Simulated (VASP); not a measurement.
# Be (P6_3/mmc) in VASP: notebook

Be is run at these levels: BLYP, PBEsol, revPBE, r2SCAN; tasks: single point.

Everything below comes from runs of VASP 6.6.1. Logs are shortened: lines on timing, memory, paths and dates and some standing lists are left out, and cuts for length are marked.

**1. The cell of the first run**

The structure is hexagonal, space group P6_3/mmc (No. 194). Conventional cell: a = 2.285 Å, b = 2.285 Å, c = 3.584 Å, α = 90.00°, β = 90.00°, γ = 120.00°. Be (site symmetry -6m2) has 12 Be at 2.23 to 2.29 Å within 2.9 Å.

**2. Single point, BLYP**

Input file INCAR:

```
SYSTEM = Be
PREC = Accurate
ENCUT = 520
EDIFF = 1E-7
ISMEAR = -1
SIGMA = 0.15
LREAL = .False.
LASPH = .True.
NELM = 100
ALGO = Normal
ISIF = 2
LWAVE = .False.
LCHARG = .True.
GGA = B5
ALDAX = 1.0
AGGAX = 1.0
AGGAC = 1.0
ALDAC = 0.0
LELF = .True.
LVHAR = .True.
NBANDS = 9
```

Input file KPOINTS:

```
regular mesh
0
Gamma
  14 14 8
  0 0 0
```

Input file POSCAR:

```
Be
1.0
    2.2853000000      0.0000000000      0.0000000000
   -1.1426500000      1.9791300000      0.0000000000
    0.0000000000      0.0000000000      3.5842000000
Be
2
Direct
    0.3333333333      0.6666666667      0.2500000000
    0.6666666667      0.3333333333      0.7500000000
```

Potentials or basis: VASP PAW PBE potentials, release 64 (Be).

Command:

```sh
> cat potpaw_PBE.64/Be/POTCAR > POTCAR
> mpirun -np 1 vasp_std > vasp.out
```

OUTCAR:

```text
SYSTEM = Be
   PREC = Accurate
   ENCUT = 520
   EDIFF = 1E-7
   ISMEAR = -1
   LREAL = .False.
   LASPH = .True.
   NELM = 100
   ISIF = 2
   GGA = B5

 ion  position               nearest neighbor table
   1  0.333  0.667  0.250-   2 2.23   2 2.23   2 2.23   2 2.23   2 2.23   2 2.23
   2  0.667  0.333  0.750-   1 2.23   1 2.23   1 2.23   1 2.23   1 2.23   1 2.23

  LATTYP: Found a hexagonal cell.
 ALAT       =     2.2853000000
 C/A-ratio  =     1.5683717674

  Lattice vectors:

 A1 = (   2.2853000000,   0.0000000000,   0.0000000000)
 A2 = (  -1.1426500000,   1.9791300000,   0.0000000000)
 A3 = (   0.0000000000,   0.0000000000,   3.5842000000)

Analysis of symmetry for initial positions (statically):
=====================================================================
 Subroutine PRICEL returns:
 Original cell was already a primitive cell.

 Routine SETGRP: Setting up the symmetry group for a
 hexagonal supercell.

 Subroutine GETGRP returns: Found 24 space group operations
 (whereof 12 operations were pure point group operations)
 out of a pool of 24 trial point group operations.

The static configuration has the point symmetry D_3d.
 The point group associated with its full space group is D_6h.

Analysis of symmetry for dynamics (positions and initial velocities):
=====================================================================
 Subroutine PRICEL returns:
 Original cell was already a primitive cell.

 Routine SETGRP: Setting up the symmetry group for a
 hexagonal supercell.

 Subroutine GETGRP returns: Found 24 space group operations
 (whereof 12 operations were pure point group operations)
 out of a pool of 24 trial point group operations.

The dynamic configuration has the point symmetry D_3d.
 The point group associated with its full space group is D_6h.

 Subroutine INISYM returns: Found 24 space group operations
 (whereof 12 operations are pure point group operations),
 and found     1 'primitive' translations

----------------------------------------------------------------------------------------

                                     Primitive cell

  volume of cell :      16.2110

[... 82 lines left out ...]
   ISPIN  =      1    spin polarized calculation?
   LNONCOLLINEAR =      F non collinear calculations
   LSORBIT =      F    spin-orbit coupling
   LASPH  =      T    aspherical Exc in radial PAW
   ENCUT  =  520.0 eV  38.22 Ry    6.18 a.u.   4.25  4.25  6.66*2*pi/ulx,y,z
   NELM   =    100;   NELMIN=  2; NELMDL= -5     # of ELM steps
   EDIFF  = 0.1E-06   stopping-criterion for ELM
   LREAL  =      F    real-space projection
   EDIFFG = 0.1E-05   stopping-criterion for IOM
   NSW    =      0    number of steps for IOM
   IBRION =     -1    ionic relax: 0-MD 1-quasi-New 2-CG
   NFREE  =      0    steps in history (QN), initial steepest desc. (CG)
   ISIF   =      2    stress and relaxation
   ISYM   =      2    0-nonsym 1-usesym 2-fastsym
   POTIM  = 0.5000    time-step for ionic-motion
   TEBEG  =    0.0;   TEEND  =   0.0 temperature during run
   PSTRESS=    0.0 pullay stress
   NELECT =       4.0000    total number of electrons
   NUPDOWN=      -1.0000    fix difference up-down
   EMIN   =  10.00;   EMAX   =-10.00  energy-range for DOS
   EFERMI =   0.00;   METHOD = LEGACY
   ISMEAR =    -1;   SIGMA  =   0.15  broadening in eV -4-tet -1-fermi 0-gaus
   EFERMI_NEDOS =   21; number of points for ismear=-14 and -15
   IALGO  =     38    algorithm
   IMIX   =      4    mixing-type and parameters
     AMIX     =   0.40;   BMIX     =  1.00
     AMIX_MAG =   1.60;   BMIX_MAG =  1.00
  volume/ion in A,a.u.               =       8.11        54.70
  Fermi-wavevector in a.u.,A,eV,Ry     =   1.026813  1.940396 14.345248  1.054346
  Thomas-Fermi vector in A             =   2.160726
   LORBIT       =      0    0 simple, 1 ext, 2 COOP (PROOUT), +10 PAW based schemes
   GGA     = B5    functional components
   LHFCALC =     F    Hartree Fock is set to
   AEXX    =    0.0000 exact exchange contribution
   IVDW    =     0    specifies the selected vdW correction
   LEPSILON=     F    determine dielectric tensor
   LRPA    =     F    only Hartree local field effects (RPA)
 non-spin polarized calculation
  energy-cutoff  :      520.00
  volume of cell :       16.21
 maximum number of plane-waves:       454
 NGX is ok and might be reduce to    18
   NGX =  9   NGY =  9   NGZ = 13

 number of electron       4.0000000 magnetization

 Free energy of the ion-electron system (eV)
  ---------------------------------------------------
  ext. energy  EPLUGINS =         0.00000000
  ---------------------------------------------------
  free energy    TOTEN  =        -6.21425309 eV

  energy without entropy =       -6.19996240  energy(sigma->0) =       -6.20710775

 E-fermi :   7.3293     XC(G=0):  -9.9824

 val. band max:        7.3286963555   @ k =   0.3571   0.2857   0.3750
 cond. band min:       7.4240785542   @ k =   0.2857   0.2857   0.0000
 fundamental gap:      0.0953821987
 Fermi energy:         7.3293100503

 k-point     1 :       0.0000    0.0000    0.0000
  band No.  band energies     occupation
      1      -3.8729      2.00000
      2       2.9567      2.00000
      3       8.4062      0.00152
      4      22.5926      0.00000
      5      22.5926      0.00000
      6      25.4648      0.00000
      7      25.4648      0.00000
      8      27.4687      0.00000
      9      34.1534      0.00000
[... 265 lines left out ...]
 k-point    24 :       0.3571    0.2857    0.0000
  band No.  band energies     occupation
      1       4.5015      2.00000
      2       5.6718      1.99997
      3       7.2691      1.19812
      4      12.9628      0.00000
      5      13.9818      0.00000
      6      14.3511      0.00000
      7      19.9760      0.00000
      8      20.5400      0.00000
      9      21.0647      0.00000

 [... further k-points ...]
[... 5 lines left out ...]
  --------------------------------------------------------------------------------------
  -------------------------------------------------------------------------------------
  Total       -0.1966164     -0.1966169     -0.3544872      0.0000000     -0.0000000      0.0000000
  in kB      -19.4321389    -19.4321811    -35.0349384      0.0000000     -0.0000000      0.0000000
  external PRESSURE =     -24.6330861 kB  Pullay stress =       0.0000000 kB

 VOLUME and BASIS-vectors are now :
 -----------------------------------------------------------------------------
  energy-cutoff  :      520.00
  volume of cell :       16.21
      direct lattice vectors                 reciprocal lattice vectors
     2.285300000  0.000000000  0.000000000     0.437579311  0.252636259  0.000000000
    -1.142650000  1.979130000  0.000000000     0.000000000  0.505272519  0.000000000
     0.000000000  0.000000000  3.584200000     0.000000000  0.000000000  0.279002288

 POSITION                                       TOTAL-FORCE (eV/Angst)
 -----------------------------------------------------------------------------------
     -0.00000      1.31942      0.89605        -0.000000     -0.000000      0.000000
      1.14265      0.65971      2.68815         0.000000      0.000000      0.000000
 -----------------------------------------------------------------------------------
    total drift:                                0.000000     -0.000000      0.000000

  FREE ENERGIE OF THE ION-ELECTRON SYSTEM (eV)
  ---------------------------------------------------
  free  energy   TOTEN  =        -6.2142530931 eV

  energy  without entropy=       -6.1999624044  energy(sigma->0) =       -6.20710775
```

OSZICAR:

```text
N       E                     dE             d eps       ncg     rms          rms(c)
DAV:   1    -0.142895994791E+01   -0.14290E+01   -0.18311E+03  2176   0.368E+02
DAV:   2    -0.622969321468E+01   -0.48007E+01   -0.46501E+01  3293   0.546E+01
DAV:   3    -0.628595990739E+01   -0.56267E-01   -0.55089E-01  2455   0.381E+00
DAV:   4    -0.628608503600E+01   -0.12513E-03   -0.12512E-03  2614   0.161E-01
DAV:   5    -0.628608508087E+01   -0.44871E-07   -0.45564E-07  2401   0.341E-03    0.119E+00
DAV:   6    -0.623321042100E+01    0.52875E-01   -0.68509E-03  2733   0.637E-01    0.736E-01
DAV:   7    -0.621438175301E+01    0.18829E-01   -0.11914E-02  2688   0.857E-01    0.618E-02
DAV:   8    -0.621427833068E+01    0.10342E-03   -0.73585E-05  2429   0.785E-02    0.256E-02
DAV:   9    -0.621425548389E+01    0.22847E-04   -0.12660E-05  2365   0.378E-02    0.231E-03
DAV:  10    -0.621425320864E+01    0.22752E-05   -0.41603E-07  2391   0.683E-03    0.206E-04
DAV:  11    -0.621425305949E+01    0.14916E-06   -0.47997E-09  1394   0.733E-04    0.753E-05
DAV:  12    -0.621425309307E+01   -0.33585E-07   -0.14428E-09  1168   0.392E-04
   1 F= -.62142531E+01 E0= -.62071077E+01  d E =-.142907E-01
```

stdout:

```text
POSCAR found type information on POSCAR Be
 POSCAR found :  1 types and       2 ions
 scaLAPACK will be used
 -----------------------------------------------------------------------------
|                                                                             |
|                                                                             |
|     You enforced a specific xc type in the INCAR file but a different       |
|     I HOPE YOU KNOW WHAT YOU ARE DOING!                                     |
|                                                                             |
 -----------------------------------------------------------------------------

 LDA part: xc-table for (Slater(with rela. corr.)+VWN5), standard interpolation
 POSCAR, INCAR and KPOINTS ok, starting setup
 FFT: planning ... GRIDC
 FFT: planning ... GRID_SOFT
 FFT: planning ... GRID
 WAVECAR not read
 entering main loop
```

It took 48 s on 1 thread of AMD EPYC 7R13, shared host; peak memory 0.1 GiB.

What came out:

| Quantity | Value |
| --- | --- |
| Free energy | -6.2143 eV |
| Pressure | -2.5 GPa |
| Band gap on the k mesh | zero (band 2 reaches 7.94 eV, above the bottom of band 3 at 7.18 eV) |

Caveat: the PAW data sets were made with another functional, which shifts forces and pressure a little.

[end of part 1 of 3]
